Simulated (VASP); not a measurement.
# I (I4/mmm) in VASP: notebook

The runs below take I through single point, with r2SCAN.

Everything below comes from runs of VASP 6.6.1. Logs are shortened: lines on timing, memory, paths and dates and some standing lists are left out, and cuts for length are marked.

### Step 1. The cell of the first run

The structure is tetragonal, space group I4/mmm (No. 139). Conventional cell: a = 3.228 Å, b = 3.228 Å, c = 7.841 Å, α = 90.00°, β = 90.00°, γ = 90.00°. Within 4.2 Å of I (site symmetry 4/mmm) lie 4 I at 3.23 Å.

### Step 2. Single point, r2SCAN

File POSCAR:

```
I
1.0
   -1.6142409343      1.6142409343      3.9204706362
    1.6142409343     -1.6142409343      3.9204706362
    1.6142409343      1.6142409343     -3.9204706362
I
1
Direct
    0.0000000000      0.0000000000      0.0000000000
```

File INCAR.step1:

```
SYSTEM = I
PREC = Accurate ; ENCUT = 520
ISMEAR = -5 ; SIGMA = 0.1
LREAL = .FALSE. ; LASPH = .TRUE.
NELM = 100 ; NBANDS = 10
GGA = PE ; ALGO = Normal
EDIFF = 1E-4 ; LWAVE = .TRUE.
LCHARG = .FALSE.
```

File INCAR.step2:

```
SYSTEM = I
PREC = Accurate ; ENCUT = 520
EDIFF = 1E-7 ; ISMEAR = 0
SIGMA = 0.1 ; LREAL = .FALSE.
LASPH = .TRUE. ; NELM = 100
ALGO = Normal ; ISIF = 2
LWAVE = .FALSE. ; LCHARG = .FALSE.
METAGGA = R2SCAN ; LMIXTAU = .TRUE.
LORBIT = 11 ; NBANDS = 10
ISTART = 1
```

File KPOINTS:

```
regular mesh
0
G
  18 18 18
  0 0 0
```

Potentials or basis: VASP PAW PBE potentials, release 64 (I).

Launch:

```bash
cat potpaw_PBE.64/I/POTCAR > POTCAR
cp INCAR.step1 INCAR
mpirun -np 1 vasp_std > vasp.out
cp INCAR.step2 INCAR
mpirun -np 1 vasp_std > vasp.out
```

OUTCAR:

```text
SYSTEM = I
   PREC = Accurate
   ENCUT = 520
   EDIFF = 1E-7
   ISMEAR = 0
   LREAL = .FALSE.
   LASPH = .TRUE.
   NELM = 100
   ISIF = 2
   METAGGA = R2SCAN
   LORBIT = 11
   ISTART = 1

 ion  position               nearest neighbor table
   1  0.000  0.000  0.000-

  LATTYP: Found a body centered tetragonal cell.
 ALAT       =     3.2284818686
 C/A-ratio  =     2.4286774997

  Lattice vectors:

 A1 = (  -1.6142409343,   1.6142409343,   3.9204706362)
 A2 = (   1.6142409343,  -1.6142409343,   3.9204706362)
 A3 = (   1.6142409343,   1.6142409343,  -3.9204706362)

Analysis of symmetry for initial positions (statically):
=====================================================================
 Subroutine PRICEL returns:
 Original cell was already a primitive cell.

 Routine SETGRP: Setting up the symmetry group for a
 body centered tetragonal supercell.

 Subroutine GETGRP returns: Found 16 space group operations
 (whereof 16 operations were pure point group operations)
 out of a pool of 16 trial point group operations.

The static configuration has the point symmetry D_4h.

Analysis of symmetry for dynamics (positions and initial velocities):
=====================================================================
 Subroutine PRICEL returns:
 Original cell was already a primitive cell.

 Routine SETGRP: Setting up the symmetry group for a
 body centered tetragonal supercell.

 Subroutine GETGRP returns: Found 16 space group operations
 (whereof 16 operations were pure point group operations)
 out of a pool of 16 trial point group operations.

The dynamic configuration has the point symmetry D_4h.

 Subroutine INISYM returns: Found 16 space group operations
 (whereof 16 operations are pure point group operations),
 and found     1 'primitive' translations

----------------------------------------------------------------------------------------

                                     Primitive cell

  volume of cell :      40.8634

  direct lattice vectors                    reciprocal lattice vectors
    -1.614240934  1.614240934  3.920470636     0.000000000  0.309743105  0.127535708
     1.614240934 -1.614240934  3.920470636     0.309743105  0.000000000  0.127535708
     1.614240934  1.614240934 -3.920470636     0.309743105  0.309743105  0.000000000

  length of vectors
     4.536698976  4.536698976  4.536698976     0.334971862  0.334971862  0.438042901

  position of ions in fractional coordinates (direct lattice)
[... 85 lines left out ...]
   POTIM  = 0.5000    time-step for ionic-motion
   TEBEG  =    0.0;   TEEND  =   0.0 temperature during run
   PSTRESS=    0.0 pullay stress
   NELECT =       7.0000    total number of electrons
   NUPDOWN=      -1.0000    fix difference up-down
   EMIN   =  10.00;   EMAX   =-10.00  energy-range for DOS
   EFERMI =   0.00;   METHOD = LEGACY
   ISMEAR =     0;   SIGMA  =   0.10  broadening in eV -4-tet -1-fermi 0-gaus
   EFERMI_NEDOS =   21; number of points for ismear=-14 and -15
   IALGO  =     38    algorithm
   IMIX   =      4    mixing-type and parameters
     AMIX     =   0.40;   BMIX     =  1.00
     AMIX_MAG =   1.60;   BMIX_MAG =  1.00
  volume/ion in A,a.u.               =      40.86       275.76
  Fermi-wavevector in a.u.,A,eV,Ry     =   0.909207  1.718151 11.247344  0.826656
  Thomas-Fermi vector in A             =   2.033224
   LORBIT       =     11    0 simple, 1 ext, 2 COOP (PROOUT), +10 PAW based schemes
   METAGGA = R2SCAN    functional components
   LHFCALC =     F    Hartree Fock is set to
   AEXX    =    0.0000 exact exchange contribution
   IVDW    =     0    specifies the selected vdW correction
   LEPSILON=     F    determine dielectric tensor
   LRPA    =     F    only Hartree local field effects (RPA)
 non-spin polarized calculation
 Gauss-broadening in eV      SIGMA  =   0.10
  energy-cutoff  :      520.00
  volume of cell :       40.86
 maximum number of plane-waves:      1130
 NGX is ok and might be reduce to    36

 number of electron       7.0000000 magnetization

 Free energy of the ion-electron system (eV)
  ---------------------------------------------------
  ext. energy  EPLUGINS =         0.00000000
  ---------------------------------------------------
  free energy    TOTEN  =       -24.41417477 eV

  energy without entropy =      -24.41070000  energy(sigma->0) =      -24.41243739

 E-fermi :   3.1182     XC(G=0):  -8.6378

 val. band max:        3.1117122314   @ k =  -0.1111   0.1111   0.0000
 cond. band min:       3.1234468594   @ k =  -0.2778  -0.3333   0.1667
 fundamental gap:      0.0117346280
 Fermi energy:         3.1182462575

 k-point     1 :       0.0000    0.0000    0.0000
  band No.  band energies     occupation
      1     -11.1839      2.00000
      2       1.1208      2.00000
      3       4.1482      0.00000
      4       4.1482      0.00000
      5       8.2157      0.00000
      6      11.0524      0.00000
      7      12.0916      0.00000
      8      16.0422      0.00000
      9      16.0422      0.00000
     10      16.3342      0.00000
[... 287 lines left out ...]
 k-point    24 :      -0.2222    0.0556    0.0000
  band No.  band energies     occupation
      1     -10.6375      2.00000
      2       0.9412      2.00000
      3       1.3489      2.00000
      4       4.1915      0.00000
      5       9.1992      0.00000
      6      11.6884      0.00000
      7      12.3865      0.00000
      8      15.6530      0.00000
      9      15.9197      0.00000
     10      17.4835      0.00000

 [... further k-points ...]

------------------------ aborting loop because EDIFF is reached ----------------------------------------

  FORCE on cell =-STRESS in cart. coord.  units (eV):
  Direction    XX          YY          ZZ          XY          YZ          ZX
  --------------------------------------------------------------------------------------
  -------------------------------------------------------------------------------------
  Total       -0.0163417     -0.0163417     -0.0071677      0.0000000      0.0000000      0.0000000
  in kB       -0.6407273     -0.6407273     -0.2810332      0.0000000      0.0000000      0.0000000
  external PRESSURE =      -0.5208293 kB  Pullay stress =       0.0000000 kB

 VOLUME and BASIS-vectors are now :
 -----------------------------------------------------------------------------
  energy-cutoff  :      520.00
  volume of cell :       40.86
      direct lattice vectors                 reciprocal lattice vectors
    -1.614240934  1.614240934  3.920470636     0.000000000  0.309743105  0.127535708
     1.614240934 -1.614240934  3.920470636     0.309743105  0.000000000  0.127535708
     1.614240934  1.614240934 -3.920470636     0.309743105  0.309743105  0.000000000

 POSITION                                       TOTAL-FORCE (eV/Angst)
 -----------------------------------------------------------------------------------
      0.00000      0.00000      0.00000        -0.000000      0.000000     -0.000000
 -----------------------------------------------------------------------------------
    total drift:                               -0.000000      0.000000      0.000000

  FREE ENERGIE OF THE ION-ELECTRON SYSTEM (eV)
  ---------------------------------------------------
  free  energy   TOTEN  =       -24.4141747733 eV

  energy  without entropy=      -24.4106999988  energy(sigma->0) =      -24.41243739

 total charge

# of ion       s       p       d       tot
------------------------------------------
    1        1.554   2.632   0.028   4.214
```

Run time: 12 min. Hardware: 1 thread of Intel Xeon Platinum 8488C (Sapphire Rapids), shared host; peak memory 0.34 GiB.

Results:

- Free energy: -24.4142 eV
- Pressure: -0.1 GPa
- Valence electrons inside the program's atomic spheres: I 4.21

Levels at points of the mesh, in eV from the Fermi level:
```tsv
k point	band 2	band 3	band 4	band 5	band 6	band 7
(0.00, 0.00, 0.00)	-2.00	1.03	1.03	5.10	7.93	8.97
(0.50, 0.00, 0.00)	-5.33	-1.77	1.95	5.28	10.03	11.38
(0.50, 0.50, 0.00)	-4.21	-3.91	-0.62	4.41	6.68	10.54
(0.50, 0.50, 0.50)	-4.12	0.81	0.81	7.41	7.99	11.50
```

Caveat: the PAW data sets were made with another functional, which shifts forces and pressure a little; spin-orbit coupling is left out, which moves the levels of the heavy elements; an odd number of electrons without spin polarisation forces a metal; a magnetic or distorted state may lie lower.

### Step 3. Single point, r2SCAN

POSCAR is that of step 2.

File INCAR.step1:

```
SYSTEM = I
PREC = Accurate
ENCUT = 520
ISMEAR = 0
SIGMA = 0.1
LREAL = .False.
LASPH = .True.
NELM = 100
NBANDS = 10
GGA = PE
ALGO = Normal
EDIFF = 1E-4
LWAVE = .True.
LCHARG = .False.
```

File INCAR.step2:

```
SYSTEM = I
PREC = Accurate
ENCUT = 520
EDIFF = 1E-6
ISMEAR = 0
SIGMA = 0.1
LREAL = .False.
LASPH = .True.
NELM = 100
ALGO = Normal
ISIF = 2
LWAVE = .False.
LCHARG = .False.
METAGGA = R2SCAN
LMIXTAU = .True.
NBANDS = 10
ISTART = 1
```

File KPOINTS:

```
Automatic mesh
0
Gamma
  18 18 18
  0 0 0
```

Potentials or basis: VASP PAW PBE potentials, release 64 (I).

Launch:

```bash
cat potpaw_PBE.64/I/POTCAR > POTCAR
cp INCAR.step1 INCAR
mpirun -np 1 vasp_std > vasp.out
cp INCAR.step2 INCAR
mpirun -np 1 vasp_std > vasp.out
```

Wall time 10 min (1 thread of Intel Xeon Platinum 8488C (Sapphire Rapids), shared host); peak memory 0.35 GiB.

Results (log left out):

| Item | Value |
| --- | --- |
| Free energy | -24.4142 eV |
| Pressure | -0.1 GPa |

Levels at points of the mesh, in eV from the Fermi level:
| k point | band 1 | band 2 | band 3 | band 4 | band 5 | band 6 | band 7 | band 8 |
| --- | --- | --- | --- | --- | --- | --- | --- | --- |
| (0.00, 0.00, 0.00) | -14.30 | -2.00 | 1.03 | 1.03 | 5.10 | 7.93 | 8.97 | 12.92 |
| (0.50, 0.00, 0.00) | -12.76 | -5.33 | -1.77 | 1.95 | 5.28 | 10.03 | 11.38 | 12.34 |
| (0.50, 0.50, 0.00) | -11.31 | -4.21 | -3.91 | -0.62 | 4.41 | 6.68 | 10.54 | 11.32 |
| (0.50, 0.50, 0.50) | -14.05 | -4.12 | 0.81 | 0.81 | 7.41 | 7.99 | 11.50 | 15.42 |

Caveat: the PAW data sets were made with another functional, which shifts forces and pressure a little; spin-orbit coupling is left out, which moves the levels of the heavy elements; an odd number of electrons without spin polarisation forces a metal; a magnetic or distorted state may lie lower.

### Step 4. Single point, r2SCAN

POSCAR is that of step 3.

File INCAR.step1:

```
PREC = Accurate
ENCUT = 520
ISMEAR = 0
SIGMA = 0.1
LREAL = F
LASPH = T
NELM = 100
NBANDS = 10
GGA = PE
ALGO = Normal
EDIFF = 1E-4
LWAVE = T
LCHARG = F
```

File INCAR.step2:

```
PREC = Accurate
ENCUT = 520
EDIFF = 1E-6
ISMEAR = 0
SIGMA = 0.1
LREAL = F
LASPH = T
NELM = 100
ALGO = Normal
ISIF = 2
LWAVE = F
LCHARG = T
METAGGA = R2SCAN
LMIXTAU = T
LELF = T
LVHAR = T
NBANDS = 10
ISTART = 1
```

File KPOINTS:

```
regular mesh
0
Gamma
  18 18 18
```

Potentials or basis: VASP PAW PBE potentials, release 64 (I).

Launch:

```bash
cat potpaw_PBE.64/I/POTCAR > POTCAR
cp INCAR.step1 INCAR
mpirun -np 1 vasp_std > vasp.out
cp INCAR.step2 INCAR
mpirun -np 1 vasp_std > vasp.out
```

OUTCAR:

```text
PREC = Accurate
   ENCUT = 520
   EDIFF = 1E-6
   ISMEAR = 0
   LREAL = F
   LASPH = T
   NELM = 100
   ISIF = 2
   METAGGA = R2SCAN
   ISTART = 1

 ion  position               nearest neighbor table
   1  0.000  0.000  0.000-

  LATTYP: Found a body centered tetragonal cell.
 ALAT       =     3.2284818686
 C/A-ratio  =     2.4286774997

  Lattice vectors:

 A1 = (  -1.6142409343,   1.6142409343,   3.9204706362)
[... 490 lines left out ...]
      7      12.3865      0.00000
      8      15.6530      0.00000
      9      15.9197      0.00000
     10      17.4835      0.00000

 [... further k-points ...]

------------------------ aborting loop because EDIFF is reached ----------------------------------------

  FORCE on cell =-STRESS in cart. coord.  units (eV):
  Direction    XX          YY          ZZ          XY          YZ          ZX
  --------------------------------------------------------------------------------------
  -------------------------------------------------------------------------------------
  Total       -0.0159666     -0.0159666     -0.0063705      0.0000000      0.0000000      0.0000000
  in kB       -0.6260194     -0.6260194     -0.2497745      0.0000000      0.0000000      0.0000000
  external PRESSURE =      -0.5006045 kB  Pullay stress =       0.0000000 kB

 VOLUME and BASIS-vectors are now :
 -----------------------------------------------------------------------------
  energy-cutoff  :      520.00
  volume of cell :       40.86
      direct lattice vectors                 reciprocal lattice vectors
    -1.614240934  1.614240934  3.920470636     0.000000000  0.309743105  0.127535708
     1.614240934 -1.614240934  3.920470636     0.309743105  0.000000000  0.127535708
     1.614240934  1.614240934 -3.920470636     0.309743105  0.309743105  0.000000000

 POSITION                                       TOTAL-FORCE (eV/Angst)
 -----------------------------------------------------------------------------------
      0.00000      0.00000      0.00000         0.000000      0.000000      0.000000
 -----------------------------------------------------------------------------------
    total drift:                               -0.000000      0.000000      0.000000

  FREE ENERGIE OF THE ION-ELECTRON SYSTEM (eV)
  ---------------------------------------------------
  free  energy   TOTEN  =       -24.4141748840 eV

  energy  without entropy=      -24.4107001687  energy(sigma->0) =      -24.41243753
```

OUTCAR.step1:

```text
PREC = Accurate
   ENCUT = 520
   ISMEAR = 0
   LREAL = F
   LASPH = T
[... 529 lines left out ...]

 POSITION                                       TOTAL-FORCE (eV/Angst)
 -----------------------------------------------------------------------------------
      0.00000      0.00000      0.00000         0.000000     -0.000000     -0.000000
 -----------------------------------------------------------------------------------
    total drift:                                0.000000      0.000000      0.000000

  FREE ENERGIE OF THE ION-ELECTRON SYSTEM (eV)
  ---------------------------------------------------
  free  energy   TOTEN  =        -1.4061276876 eV

  energy  without entropy=       -1.4024396338  energy(sigma->0) =       -1.40428366
```

OSZICAR.step1:

```text
N       E                     dE             d eps       ncg     rms          rms(c)
DAV:   1     0.208637001474E+02    0.20864E+02   -0.24252E+03  9608   0.489E+02
DAV:   2    -0.492602130049E+00   -0.21356E+02   -0.20551E+02 12424   0.832E+01
DAV:   3    -0.142573746696E+01   -0.93314E+00   -0.92413E+00 12048   0.176E+01
DAV:   4    -0.143509809574E+01   -0.93606E-02   -0.93579E-02 12302   0.214E+00
DAV:   5    -0.143524257079E+01   -0.14448E-03   -0.14447E-03 12142   0.243E-01    0.495E+00
DAV:   6    -0.141425382126E+01    0.20989E-01   -0.17237E-02 10760   0.625E-01    0.306E+00
DAV:   7    -0.140618474102E+01    0.80691E-02   -0.36054E-02 10532   0.927E-01    0.126E-01
DAV:   8    -0.140612327999E+01    0.61461E-04   -0.17351E-03 10678   0.251E-01    0.305E-02
DAV:   9    -0.140612768757E+01   -0.44076E-05   -0.21339E-05  7240   0.361E-02
   1 F= -.14061277E+01 E0= -.14042837E+01  d E =-.368805E-02
```

It took 9.6 min on 1 thread of Intel Xeon Platinum 8488C (Sapphire Rapids), shared host; peak memory 0.35 GiB.

What came out:

```yaml
Free_energy: -24.4142 eV
Pressure: -0.1 GPa
```

Caveat: the PAW data sets were made with another functional, which shifts forces and pressure a little; spin-orbit coupling is left out, which moves the levels of the heavy elements; an odd number of electrons without spin polarisation forces a metal; a magnetic or distorted state may lie lower.
